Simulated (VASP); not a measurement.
# MgS in VASP: notebook

The runs below take MgS through single point, with PBEsol.

All numbers are computed with VASP 6.6.1; they aren't measurements. Logs are shortened: lines on timing, memory, paths and dates and some standing lists are left out, and cuts for length are marked.

## (1) The cell of the first run

It takes space group F-43m (No. 216, cubic). The conventional cell has a = 5.666 Å, b = 5.666 Å, c = 5.666 Å, α = 90.00°, β = 90.00°, γ = 90.00°. Within 3.2 Å of S (site symmetry -43m) lie 4 Mg at 2.45 Å. Within 3.2 Å of Mg (site symmetry -43m) lie 4 S at 2.45 Å.

## (2) Single point, PBEsol

Input file INCAR:

```
SYSTEM = MgS
ALGO = Normal ; EDIFF = 1E-7
ENCUT = 520 ; GGA = PS
ISIF = 2 ; ISMEAR = -1
LASPH = .True. ; LCHARG = .False.
LREAL = .False. ; LWAVE = .False.
NBANDS = 11 ; NELM = 100
PREC = Accurate ; SIGMA = 0.05
```

Input file KPOINTS:

```
k-points
0
Gamma
  7 7 7
  0 0 0
```

Input file POSCAR:

```
MgS
1.0
    0.0000000000      2.8331200468      2.8331200468
    2.8331200468      0.0000000000      2.8331200468
    2.8331200468      2.8331200468      0.0000000000
S Mg
1 1
Direct
    0.2500000000      0.2500000000      0.2500000000
    0.0000000000      0.0000000000      0.0000000000
```

Potentials or basis: VASP PAW PBE potentials, release 64 (S, Mg).

Launch:

```
$ cat potpaw_PBE.64/S/POTCAR potpaw_PBE.64/Mg/POTCAR > POTCAR
$ mpirun -np 1 vasp_std > vasp.out
```

OUTCAR:

```text
SYSTEM = MgS
   EDIFF = 1E-7
   ENCUT = 520
   GGA = PS
   ISIF = 2
   ISMEAR = -1
   LASPH = .True.
   LREAL = .False.
   NELM = 100
   PREC = Accurate

 ion  position               nearest neighbor table
   1  0.250  0.250  0.250-   2 2.45   2 2.45   2 2.45   2 2.45
   2  0.000  0.000  0.000-   1 2.45   1 2.45   1 2.45   1 2.45

  LATTYP: Found a face centered cubic cell.
 ALAT       =     5.6662400936

  Lattice vectors:

 A1 = (   0.0000000000,   2.8331200468,   2.8331200468)
 A2 = (   2.8331200468,   0.0000000000,   2.8331200468)
 A3 = (   2.8331200468,   2.8331200468,   0.0000000000)

Analysis of symmetry for initial positions (statically):
=====================================================================
 Subroutine PRICEL returns:
 Original cell was already a primitive cell.

 Routine SETGRP: Setting up the symmetry group for a
 face centered cubic supercell.

 Subroutine GETGRP returns: Found 24 space group operations
 (whereof 24 operations were pure point group operations)
 out of a pool of 48 trial point group operations.

The static configuration has the point symmetry T_d .

Analysis of symmetry for dynamics (positions and initial velocities):
=====================================================================
 Subroutine PRICEL returns:
 Original cell was already a primitive cell.

 Routine SETGRP: Setting up the symmetry group for a
 face centered cubic supercell.

 Subroutine GETGRP returns: Found 24 space group operations
 (whereof 24 operations were pure point group operations)
 out of a pool of 48 trial point group operations.

The dynamic configuration has the point symmetry T_d .

 Subroutine INISYM returns: Found 24 space group operations
 (whereof 24 operations are pure point group operations),
 and found     1 'primitive' translations

----------------------------------------------------------------------------------------

                                     Primitive cell

  volume of cell :      45.4805

  direct lattice vectors                    reciprocal lattice vectors
     0.000000000  2.833120047  2.833120047    -0.176483874  0.176483874  0.176483874
     2.833120047  0.000000000  2.833120047     0.176483874 -0.176483874  0.176483874
     2.833120047  2.833120047  0.000000000     0.176483874  0.176483874 -0.176483874

  length of vectors
     4.006636794  4.006636794  4.006636794     0.305679036  0.305679036  0.305679036

  position of ions in fractional coordinates (direct lattice)
     0.250000000  0.250000000  0.250000000
     0.000000000  0.000000000  0.000000000

  ion indices of the primitive-cell ions
   primitive index   ion index
                 1           1
                 2           2

----------------------------------------------------------------------------------------

 KPOINTS: k-points

Automatic generation of k-mesh.
 Grid dimensions read from file:
 generate k-points for:    7    7    7

 Generating k-lattice:

  Cartesian coordinates                     Fractional coordinates (reciprocal lattice)
    -0.025211982  0.025211982  0.025211982     0.142857143  0.000000000  0.000000000
     0.025211982 -0.025211982  0.025211982     0.000000000  0.142857143  0.000000000
     0.025211982  0.025211982 -0.025211982     0.000000000  0.000000000  0.142857143

  Length of vectors
     0.043668434  0.043668434  0.043668434

  Shift w.r.t. Gamma in fractional coordinates (k-lattice)
     0.000000000  0.000000000  0.000000000

 Subroutine IBZKPT returns following result:
 ===========================================

 Found     20 irreducible k-points:

 Following reciprocal coordinates:
            Coordinates               Weight
  0.000000  0.000000  0.000000      1.000000
  0.142857  0.000000  0.000000      8.000000
  0.285714  0.000000  0.000000      8.000000
  0.428571  0.000000  0.000000      8.000000
  0.142857  0.142857  0.000000      6.000000
  0.285714  0.142857  0.000000     24.000000
[... 12 lines left out ...]
 -0.428571  0.428571  0.142857     24.000000
 -0.285714  0.428571  0.142857     24.000000
   k-points           NKPTS =     20   k-points in BZ     NKDIM =     20   number of bands    NBANDS=     11
   number of dos      NEDOS =    301   number of ions     NIONS =      2
   total plane-waves  NPLWV =  27000
   dimension x,y,z NGX =    30 NGY =   30 NGZ =   30
   dimension x,y,z NGXF=    60 NGYF=   60 NGZF=   60
   ions per type =               1   1
   NGX,Y,Z   is equivalent  to a cutoff of  12.45, 12.45, 12.45 a.u.
   NGXF,Y,Z  is equivalent  to a cutoff of  24.90, 24.90, 24.90 a.u.
 SYSTEM =  MgS
   PREC   = accura    normal or accurate (medium, high low for compatibility)
   ISTART =      0    job   : 0-new  1-cont  2-samecut
   ICHARG =      2    charge: 1-file 2-atom 10-const
   ISPIN  =      1    spin polarized calculation?
   LNONCOLLINEAR =      F non collinear calculations
   LSORBIT =      F    spin-orbit coupling
   LASPH  =      T    aspherical Exc in radial PAW
   ENCUT  =  520.0 eV  38.22 Ry    6.18 a.u.   7.45  7.45  7.45*2*pi/ulx,y,z
   NELM   =    100;   NELMIN=  2; NELMDL= -5     # of ELM steps
   EDIFF  = 0.1E-06   stopping-criterion for ELM
   LREAL  =      F    real-space projection
   EDIFFG = 0.1E-05   stopping-criterion for IOM
   NSW    =      0    number of steps for IOM
   IBRION =     -1    ionic relax: 0-MD 1-quasi-New 2-CG
   NFREE  =      0    steps in history (QN), initial steepest desc. (CG)
   ISIF   =      2    stress and relaxation
   ISYM   =      2    0-nonsym 1-usesym 2-fastsym
   POTIM  = 0.5000    time-step for ionic-motion
   TEBEG  =    0.0;   TEEND  =   0.0 temperature during run
   PSTRESS=    0.0 pullay stress
   NELECT =       8.0000    total number of electrons
   NUPDOWN=      -1.0000    fix difference up-down
   EMIN   =  10.00;   EMAX   =-10.00  energy-range for DOS
   EFERMI =   0.00;   METHOD = LEGACY
   ISMEAR =    -1;   SIGMA  =   0.05  broadening in eV -4-tet -1-fermi 0-gaus
   EFERMI_NEDOS =   21; number of points for ismear=-14 and -15
   IALGO  =     38    algorithm
   IMIX   =      4    mixing-type and parameters
     AMIX     =   0.40;   BMIX     =  1.00
     AMIX_MAG =   1.60;   BMIX_MAG =  1.00
  volume/ion in A,a.u.               =      22.74       153.46
  Fermi-wavevector in a.u.,A,eV,Ry     =   0.917269  1.733386 11.447692  0.841382
  Thomas-Fermi vector in A             =   2.042218
   LORBIT       =      0    0 simple, 1 ext, 2 COOP (PROOUT), +10 PAW based schemes
   GGA     = PS    functional components
   LHFCALC =     F    Hartree Fock is set to
   AEXX    =    0.0000 exact exchange contribution
   IVDW    =     0    specifies the selected vdW correction
   LEPSILON=     F    determine dielectric tensor
   LRPA    =     F    only Hartree local field effects (RPA)
 non-spin polarized calculation
  energy-cutoff  :      520.00
  volume of cell :       45.48
 maximum number of plane-waves:      1243
 NGX is ok and might be reduce to    30
   NGX = 15   NGY = 15   NGZ = 15

 number of electron       8.0000001 magnetization

 Free energy of the ion-electron system (eV)
  ---------------------------------------------------
  ext. energy  EPLUGINS =         0.00000000
  ---------------------------------------------------
  free energy    TOTEN  =        -8.91687542 eV

  energy without entropy =       -8.91687542  energy(sigma->0) =       -8.91687542

 E-fermi :   2.0750     XC(G=0):  -8.5678

 val. band max:        0.9867805109   @ k =   0.0000   0.0000   0.0000
 cond. band min:       4.2716673803   @ k =   0.0000   0.0000   0.0000
 fundamental gap:      3.2848868693
 Fermi energy:         2.0749926715

 k-point     1 :       0.0000    0.0000    0.0000
  band No.  band energies     occupation
      1     -10.2747      2.00000
      2       0.9868      2.00000
      3       0.9868      2.00000
      4       0.9868      2.00000
      5       4.2717      0.00000
      6       8.8536      0.00000
      7       8.8536      0.00000
      8       8.8536      0.00000
      9      11.7655      0.00000
     10      11.7655      0.00000
     11      14.5153      0.00000

 k-point     2 :       0.1429    0.0000    0.0000
  band No.  band energies     occupation
      1     -10.1605      2.00000
      2       0.1207      2.00000
      3       0.9180      2.00000
      4       0.9180      2.00000
      5       5.0964      0.00000
      6       8.6223      0.00000
      7       9.0673      0.00000
      8       9.0673      0.00000
      9      11.2131      0.00000
     10      11.2131      0.00000
     11      13.7409      0.00000

 k-point     3 :       0.2857    0.0000    0.0000
  band No.  band energies     occupation
      1      -9.8802      2.00000
      2      -1.2108      2.00000
      3       0.7755      2.00000
      4       0.7755      2.00000
      5       5.9270      0.00000
      6       8.7946      0.00000
      7       8.9655      0.00000
      8       8.9655      0.00000
      9      11.6069      0.00000
     10      11.6069      0.00000
     11      12.9172      0.00000

 k-point     4 :       0.4286    0.0000    0.0000
  band No.  band energies     occupation
      1      -9.6249      2.00000
      2      -2.0705      2.00000
      3       0.6714      2.00000
      4       0.6714      2.00000
      5       5.9872      0.00000
      6       8.5831      0.00000
      7       8.5831      0.00000
      8       9.3318      0.00000
      9      13.3676      0.00000
     10      13.3959      0.00000
     11      13.3959      0.00000

 k-point     5 :       0.1429    0.1429    0.0000
  band No.  band energies     occupation
      1     -10.1227      2.00000
      2       0.1293      2.00000
      3       0.7534      2.00000
      4       0.7534      2.00000
      5       5.3709      0.00000
      6       8.1684      0.00000
      7       9.4003      0.00000
      8       9.4003      0.00000
      9      10.0220      0.00000
     10      12.1110      0.00000
     11      15.3225      0.00000
[... 155 lines left out ...]
 k-point    17 :       0.4286    0.2857    0.1429
  band No.  band energies     occupation
      1      -9.6737      2.00000
      2      -1.3201      2.00000
      3      -0.0756      2.00000
      4       0.4794      2.00000
      5       6.6095      0.00000
      6       7.8509      0.00000
      7       8.3419      0.00000
      8      10.3542      0.00000
      9      10.9860      0.00000
     10      14.0888      0.00000
     11      15.2987      0.00000

 k-point    18 :      -0.4286    0.2857    0.1429
  band No.  band energies     occupation
      1      -9.4773      2.00000
      2      -1.6755      2.00000
      3      -0.4597      2.00000
      4       0.2663      2.00000
      5       6.7581      0.00000
      6       7.6625      0.00000
      7       9.0818      0.00000
      8      10.1573      0.00000
      9      12.1074      0.00000
     10      13.7384      0.00000
     11      15.3360      0.00000

 k-point    19 :      -0.4286    0.4286    0.1429
  band No.  band energies     occupation
      1      -9.3988      2.00000
      2      -1.6062      2.00000
      3      -0.4341      2.00000
      4      -0.1400      2.00000
      5       5.7066      0.00000
      6       7.5053      0.00000
      7       9.7662      0.00000
      8      11.3213      0.00000
      9      12.7315      0.00000
     10      14.3395      0.00000
     11      15.5613      0.00000

 k-point    20 :      -0.2857    0.4286    0.1429
  band No.  band energies     occupation
      1      -9.3724      2.00000
      2      -1.3869      2.00000
      3      -0.9629      2.00000
      4      -0.0908      2.00000
      5       6.2689      0.00000
      6       8.2958      0.00000
      7       9.5089      0.00000
      8       9.9212      0.00000
      9      12.7775      0.00000
     10      13.5180      0.00000
     11      15.8511      0.00000

------------------------ aborting loop because EDIFF is reached ----------------------------------------

  FORCE on cell =-STRESS in cart. coord.  units (eV):
  Direction    XX          YY          ZZ          XY          YZ          ZX
  --------------------------------------------------------------------------------------
  -------------------------------------------------------------------------------------
  Total       -0.1489191     -0.1489191     -0.1489191      0.0000000      0.0000000      0.0000000
  in kB       -5.2460953     -5.2460953     -5.2460953      0.0000000      0.0000000      0.0000000
  external PRESSURE =      -5.2460953 kB  Pullay stress =       0.0000000 kB

 VOLUME and BASIS-vectors are now :
 -----------------------------------------------------------------------------
  energy-cutoff  :      520.00
  volume of cell :       45.48
      direct lattice vectors                 reciprocal lattice vectors
     0.000000000  2.833120047  2.833120047    -0.176483874  0.176483874  0.176483874
     2.833120047  0.000000000  2.833120047     0.176483874 -0.176483874  0.176483874
     2.833120047  2.833120047  0.000000000     0.176483874  0.176483874 -0.176483874

 POSITION                                       TOTAL-FORCE (eV/Angst)
 -----------------------------------------------------------------------------------
      1.41656      1.41656      1.41656        -0.000000     -0.000000     -0.000000
      0.00000      0.00000      0.00000         0.000000      0.000000      0.000000
 -----------------------------------------------------------------------------------
    total drift:                                0.000000      0.000000      0.000000

  FREE ENERGIE OF THE ION-ELECTRON SYSTEM (eV)
  ---------------------------------------------------
  free  energy   TOTEN  =        -8.9168754169 eV

  energy  without entropy=       -8.9168754169  energy(sigma->0) =       -8.91687542
```

It took 12 s on 1 thread of AMD EPYC 7R43 (Zen 3), shared host; peak memory 0.13 GiB.

What came out:

```
Free energy            : -8.9169 eV
Pressure               : -0.5 GPa
Band gap on the k mesh : 3.28 eV, direct
```

Caveat: the PAW data sets were made with another functional, which shifts forces and pressure a little.

## (3) Single point, PBEsol

This run uses another cell than the first one, of 20.96 Å³/atom, 0.922 times its volume.

Input file INCAR:

```
SYSTEM = MgS
ALGO = Normal
EDIFF = 1E-6
ENCUT = 520
GGA = PS
ISIF = 2
ISMEAR = -1
LASPH = .True.
LCHARG = .True.
LELF = .True.
LREAL = .False.
LVHAR = .True.
LWAVE = .False.
NBANDS = 11
NELM = 60
PREC = Accurate
SIGMA = 0.05
```

KPOINTS is that of step 2.

Input file POSCAR:

```
MgS
1.0
    0.0000000000      2.7197952449      2.8331200468
    2.7197952449      0.0000000000      2.8331200468
    2.7197952449      2.7197952449      0.0000000000
S Mg
1 1
Direct
    0.2500000000      0.2500000000      0.2500000000
    0.0000000000      0.0000000000      0.0000000000
```

Potentials or basis: VASP PAW PBE potentials, release 64 (S, Mg).

Launch:

```
$ cat potpaw_PBE.64/S/POTCAR potpaw_PBE.64/Mg/POTCAR > POTCAR
$ mpirun -np 1 vasp_std > vasp.out
```

Wall time 22 s (1 thread of AMD EPYC 7R43 (Zen 3), shared host); peak memory 0.13 GiB.

Results (log left out):

* Free energy: -8.8692 eV
* Pressure: 4.8 GPa
* Band gap on the k mesh: 3.65 eV, direct

Stress tensor (GPa, compression positive):
```
5.08 0.00 0.00
0.00 5.08 0.00
0.00 0.00 4.39
```

Levels at points of the mesh, in eV from the valence-band top:
```csv
k point,band 1,band 2,band 3,band 4,band 5,band 6,band 7,band 8,band 9
"(0.00, 0.00, 0.00)",-11.59,-0.12,0.00,0.00,3.65,8.00,8.06,8.06,10.51
```

Caveat: the PAW data sets were made with another functional, which shifts forces and pressure a little. A k mesh can miss the band edges.
